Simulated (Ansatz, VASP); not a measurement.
# One calculation of ZnS, two programs

```
Zn S
1.0
     1.87557   -2.62588    0.00000
     1.87557    2.62588    0.00000
     0.00000    0.00000    5.17992
Zn S
1 1
Direct
  0.50000 0.50000 0.50000
  0.00000 0.00000 0.00000
```

Change from the starting cell: species swapped into the CsRb type (Cmmm, No. 65).

Alike in both runs: task single point; functional PBE; k mesh 6 × 6 × 4; occupations gaussian, width 0.1 eV; no spin polarisation.

```csv
,VASP,Ansatz
version,VASP 6.6.1,Ansatz 0.2.0
potentials or method,"VASP PAW PBE potentials, release 64 (Zn, S), cutoff 520 eV","scalar-relativistic, plane waves, PAW"
valence electrons in the cell,18,18
```

VASP gave:

* gap on the k mesh at the Fermi level (eV): none
* pressure (GPa): -9.9
* traceless stress, the component that is largest in VASP (GPa): -3.05

Question: Estimate Ansatz's values.

Answer: gap on the k mesh at the Fermi level (eV): none; pressure (GPa): -9.9; traceless stress, the component that is largest in VASP (GPa): -3.06.

A gap of «none» marks a metal or a gap that the smearing closes. With one functional, cell and mesh, what is left measures potentials, basis and numerics.
